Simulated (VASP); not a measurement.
Here is a VASP 6.6.1 calculation.

INCAR

```
SYSTEM = BiN
ALGO = Normal ; EDIFF = 1E-6
ENCUT = 600 ; GGA = PE
GGA_COMPAT = .FALSE. ; ISIF = 2
ISMEAR = 0 ; LASPH = .TRUE.
LCHARG = .TRUE. ; LELF = .TRUE.
LREAL = .FALSE. ; LVHAR = .TRUE.
LWAVE = .FALSE. ; NBANDS = 17
NELM = 120 ; PREC = Accurate
SIGMA = 0.15
```

Contents of KPOINTS:

```
k-points
0
G
  4 4 5
  0 0 0
```

File POSCAR:

```
BiN
1.0
    2.3009002820     -2.4802412553      0.0000000000
    2.3009002820      2.4802412553      0.0000000000
    0.0000000000      0.0000000000      3.5497496342
Bi N
1 1
Direct
    0.5000000000      0.5000000000      0.0000000000
    0.0000000000      0.0000000000      0.0000000000
```

Potentials or basis: VASP PAW PBE potentials, release 64 (Bi_d, N).

Run with:

```bash
$ cat potpaw_PBE.64/Bi_d/POTCAR potpaw_PBE.64/N/POTCAR > POTCAR
$ mpirun -np 1 vasp_std > vasp.out
```

What does it give for the pressure?

0.5 GPa.

What does it give for the band gap on the k mesh?

Zero (bands 10 and 11 overlap by 1.74 eV).

Stress tensor (GPa, compression positive):
```
 0.92  0.00  0.00
 0.00 -0.04  0.00
 0.00  0.00  0.63
```

Caveat: the k points lie up to 0.47 Å⁻¹ apart, too coarse for converged energies and pressures of a metal; spin-orbit coupling is left out, which moves the levels of the heavy elements.
